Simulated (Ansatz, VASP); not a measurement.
Mo2SeS3 in VASP and in Ansatz

INCAR

```
SYSTEM = Mo2SeS3
PREC = Accurate ; ENCUT = 520
EDIFF = 1E-6 ; ISMEAR = 0
SIGMA = 0.1 ; LREAL = .FALSE.
LASPH = .TRUE. ; NELM = 100
ALGO = Normal ; ISIF = 2
LWAVE = .FALSE. ; LCHARG = .TRUE.
GGA = CA ; LELF = .TRUE.
LVHAR = .TRUE. ; NBANDS = 35
```

KPOINTS

```
regular mesh
0
G
  6 6 2
  0 0 0
```

POSCAR

```
Mo2SeS3
1.0
    3.2171126200      0.0000000000      0.0000000000
   -1.6085563100      2.7861012600      0.0000000000
    0.0000000000      0.0000000000     13.4825409700
Mo Se S
2 1 3
Direct
    0.6666666700      0.3333333300      0.2500000000
    0.3333333300      0.6666666700      0.7500000000
    0.6666666700      0.3333333300      0.6330820000
    0.3333333300      0.6666666700      0.3669180000
    0.6666666700      0.3333333300      0.8669180000
    0.3333333300      0.6666666700      0.1330820000
```

Input for Ansatz:

```yaml
crystal:
  lattice:
    - [3.21711262, 0.0, 0.0]
    - [-1.60855631, 2.78610126, 0.0]
    - [0.0, 0.0, 13.48254097]
  atoms:
    - { symbol: Mo, position: [0.66666667, 0.33333333, 0.25] }
    - { symbol: Mo, position: [0.33333333, 0.66666667, 0.75] }
    - { symbol: Se, position: [0.66666667, 0.33333333, 0.633082] }
    - { symbol: S, position: [0.33333333, 0.66666667, 0.366918] }
    - { symbol: S, position: [0.66666667, 0.33333333, 0.866918] }
    - { symbol: S, position: [0.33333333, 0.66666667, 0.133082] }
basis:
  ecutwfc: 420
kpoints:
  mp_grid: { grid: [6, 6, 2] }
hamiltonian:
  xc: lda
  pseudopotentials: { kind: paw }
scf:
  occupations: { method: gaussian, width: 0.1 }
output:
  forces: true
  stress: true
  eigenvalues: true
```

Alike in both runs: task single point; functional LDA; k mesh 6 × 6 × 2; occupations gaussian, width 0.1 eV; no spin polarisation.

```csv
,VASP,Ansatz
version,VASP 6.6.1,Ansatz 0.2.0
potentials or method,"VASP PAW LDA potentials, release 64 (Mo_sv, Se, S), cutoff 520 eV","scalar-relativistic, plane waves, PAW"
valence electrons in the cell,52,62
```

|  | VASP | Ansatz | Ansatz less VASP |
| --- | --- | --- | --- |
| gap on the k mesh at the Fermi level (eV) | 1.06 | 1.04 | -0.015 |
| least direct gap on the mesh (eV) | 1.41 | 1.39 | -0.021 |
| pressure (GPa) | -4.6 | -4.9 | -0.25 |
| traceless stress, the component that is largest in VASP (GPa) | 1.38 | 1.37 | -0.010 |
| rms of the force components (eV/Å) | 0.857 | 0.836 | -0.0213 |

LDA's correlation is that of Perdew and Zunger in VASP and of Perdew and Wang (1992) in Ansatz. Atom by atom the forces differ by 0.030 eV/Å (rms over components). VASP's potentials hold 52 valence electrons a cell and Ansatz's 62, so a difference there can come from the potentials and not from the codes.
